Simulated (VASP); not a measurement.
Wanted: the native input for a VASP 6.6.1 run.

```yaml
Task: single point
Functional: LDA
Potentials_or_basis: VASP PAW LDA potentials, release 64 (Ca_sv)
Cutoff: 520 eV
k_mesh: 12 × 12 × 12
Occupations: fermi-dirac, width 0.08 eV
Spin: no spin polarisation
Dipole_correction: no
Further_INCAR_settings: ALGO = Normal; EDIFF = 1e-06; NBANDS = 11
```

The structure of Ca lies in POSCAR:

```
Ca
1.0
    0.0000000000      2.3141269778      2.3141269778
    2.3141269778      0.0000000000      2.3141269778
    2.3141269778      2.3141269778      0.0000000000
Ca
1
Direct
    0.0000000000      0.0000000000      0.0000000000
```

This cell differs from its parent crystal: volume scaled by 0.65.

These files were run (other wordings do the same):

INCAR

```
PREC = Accurate
ENCUT = 520
EDIFF = 1E-6
ISMEAR = -1
SIGMA = 0.08
LREAL = F
LASPH = T
NELM = 100
ALGO = Normal
ISIF = 2
LWAVE = F
LCHARG = F
NBANDS = 11
```

KPOINTS

```
Automatic mesh
0
Gamma
  12 12 12
```

Potentials or basis: VASP PAW LDA potentials, release 64 (Ca_sv).

Run with:

```console
$ cat potpaw_LDA.64/Ca_sv/POTCAR > POTCAR
$ mpirun -np 1 vasp_std > vasp.out
```

It gave:

```
Pressure               : 16.1 GPa
Band gap on the k mesh : zero (band 5 reaches 4.37 eV, above the bottom of band 6 at 4.26 eV)
```

Wall time 6.6 s on 1 thread of AMD EPYC 9R45 96-Core Processor (Zen 5), on a shared host, peak memory 0.11 GiB.
